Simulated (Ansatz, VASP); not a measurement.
Two plane-wave programs on Zr7Ge

```
CELL_PARAMETERS angstrom
6.31568 0.00000 0.00000
-3.15784 5.46954 0.00000
0.00000 0.00000 5.10496
ATOMIC_POSITIONS crystal
Zr 0.49943 0.99886 0.00000
Zr 0.49943 0.50057 0.00000
Zr 0.00114 0.50057 0.00000
Zr 0.32184 0.16092 0.50000
Zr 0.83908 0.16092 0.50000
Zr 0.83908 0.67816 0.50000
Zr 0.33333 0.66667 0.50000
Ge 0.00000 0.00000 0.00000
```

Change from the starting cell: species swapped into the Mg7Sn type (P-6m2, No. 187).

Alike in both runs: functional PBE; k mesh 3 × 3 × 3; occupations gaussian, width 0.2 eV; no spin polarisation.

Ansatz relaxed the structure, and its values are those at the end. VASP's run is a single point on that final structure, the one shown.

|  | VASP | Ansatz |
| --- | --- | --- |
| version | VASP 6.6.1 | Ansatz 0.2.0 |
| potentials or method | VASP PAW PBE potentials, release 64 (Zr_sv, Ge_d), cutoff 500 eV | scalar-relativistic, plane waves, PAW |
| valence electrons in the cell | 98 | 98 |

```tsv
	VASP	Ansatz	Ansatz less VASP
gap on the k mesh at the Fermi level (eV)	none	none	-
pressure (GPa)	0.1	0.0	-0.05
```

A gap of «none» marks a metal or a gap that the smearing closes.

The k mesh is coarse, so the values compare programs but aren't converged.
